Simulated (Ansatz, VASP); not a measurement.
Mg in VASP and in Ansatz

```
Mg
1.0
    -1.80183    1.80183    1.80183
     1.80183   -1.80183    1.80183
     1.80183    1.80183   -1.80183
Mg
1
Direct
  0.00000 0.00000 0.00000
```

Change from the starting cell: volume scaled by 1.05, PAW files.

Alike in both runs: task electric field gradients; functional r2SCAN; k mesh 14 × 14 × 14; occupations fermi-dirac, width 0.08 eV; no spin polarisation.

|  | VASP | Ansatz |
| --- | --- | --- |
| version | VASP 6.6.1 | Ansatz 0.2.0 |
| potentials or method | VASP PAW PBE potentials, release 64 (Mg) | PAW with Ansatz's default frozen-core files, scalar-relativistic |
| plane-wave cutoff (eV) | 520 | 500 |
| valence electrons in the cell | 2 | 10 |

Ansatz gave:

```
pressure (GPa) : -1.3
```

Q: What did VASP give for the same quantities?

A: Pressure (GPa): -1.6.

VASP's potentials were made for PBE, not for r2SCAN. VASP's potentials hold 2 valence electrons a cell and Ansatz's 10, so a difference there can come from the potentials and not from the codes.
